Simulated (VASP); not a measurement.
Runs of VASP 6.6.1 on GaP. The structure is that of space group F-43m (No. 216), or close to it. The cells are those of the table. 

```csv
task,cell,gap on the mesh (eV),pressure (GPa)
electric field gradients,"a = 3.835, b = 3.835, c = 3.816 Å, angles 60.2, 60.2, 59.7°, 2 atoms",(c),-1.0
single point,"a = 3.912, b = 3.912, c = 3.970 Å, angles 59.5, 59.5, 61.0°, 2 atoms",1.05,(a)
single point,"a = 3.797, b = 3.797, c = 3.738 Å, angles 60.5, 60.5, 59.0°, 2 atoms",1.20,2.8
single point,"a = 3.893, b = 3.893, c = 3.931 Å, angles 59.7, 59.7, 60.7°, 2 atoms",1.24,-5.5
single point,"a = 3.873, b = 3.873, c = 3.893 Å, angles 59.8, 59.8, 60.3°, 2 atoms",1.39,-4.2
electric field gradients,"a = 3.797, b = 3.797, c = 3.738 Å, angles 60.5, 60.5, 59.0°, 2 atoms",1.20,2.8
electric field gradients,"a = 3.873, b = 3.873, c = 3.893 Å, angles 59.8, 59.8, 60.3°, 2 atoms",1.39,(b)
```

Alike in all rows: level LDA; potentials or basis VASP PAW LDA potentials, release 64 (Ga_d, P); no spin polarisation; k mesh 10 × 10 × 10; cutoff (eV) 520; smearing fermi-dirac 0.05 eV.

Problem. Estimate the missing entries.

Solution. (a) -6.6; (b) -4.1; (c) 1.37.

Caveats: the cell stands under tension (at least some runs).

A k mesh can miss the band edges, and the runs leave out spin-orbit coupling on Ga.
